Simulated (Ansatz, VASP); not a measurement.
**One calculation of HgTe, two programs**

Contents of INCAR:

```
  ALGO = Normal
  EDIFF = 1E-8
  ENCUT = 400
  GGA_COMPAT = F
  ISIF = 2
  ISMEAR = -1
  LASPH = T
  LCHARG = F
  LEFG = T
  LREAL = F
  LWAVE = F
  NBANDS = 16
  NELM = 120
  PREC = Accurate
  SIGMA = 0.08
```

KPOINTS

```
k-points
0
Gamma
  10 10 10
```

POSCAR

```
HgTe
1.0
    0.0000000000      2.9215000000      2.9799300000
    2.9215000000      0.0000000000      2.9799300000
    2.9215000000      2.9215000000      0.0000000000
Hg Te
1 1
Direct
    0.0000000000      0.0000000000      0.0000000000
    0.5000000000      0.5000000000      0.5000000000
```

Input for Ansatz:

```yaml
crystal:
  lattice:
    - [0.0, 2.9215, 2.97993]
    - [2.9215, 0.0, 2.97993]
    - [2.9215, 2.9215, 0.0]
  atoms:
    - { symbol: Hg, position: [0.0, 0.0, 0.0] }
    - { symbol: Te, position: [0.5, 0.5, 0.5] }
kpoints:
  mp_grid: { grid: [10, 10, 10] }
scf:
  occupations: { method: fermi_dirac, width: 0.08 }
hamiltonian:
  xc: lda
  pseudopotentials: { kind: paw }
output:
  forces: true
  stress: true
  eigenvalues: true
  efg: { contact_densities: true }
```

Change from the starting cell: zz strain of +2 %, PAW files.

Alike in both runs: task electric field gradients; functional LDA; k mesh 10 × 10 × 10; occupations fermi-dirac, width 0.08 eV; no spin polarisation.

|  | VASP | Ansatz |
| --- | --- | --- |
| version | VASP 6.6.1 | Ansatz 0.2.0 |
| potentials or method | VASP PAW LDA potentials, release 64 (Hg, Te) | PAW with Ansatz's default frozen-core files, scalar-relativistic |
| plane-wave cutoff (eV) | 400 | 420 |
| valence electrons in the cell | 18 | 36 |

Ansatz gave:

```
pressure (GPa)                                                : 2.3
traceless stress, the component that is largest in VASP (GPa) : -1.43
size of Vzz on the site where it differs most (V/Å²)          : 26.0
```

Problem. Which values does VASP return?

Solution. Pressure (GPa): 2.8; traceless stress, the component that is largest in VASP (GPa): -1.49; size of Vzz on the site where it differs most (V/Å²): 38.3.

LDA's correlation is that of Perdew and Zunger in VASP and of Perdew and Wang (1992) in Ansatz. VASP's potentials hold 18 valence electrons a cell and Ansatz's 36, so a difference there can come from the potentials and not from the codes.

Neither program's run includes spin-orbit coupling.
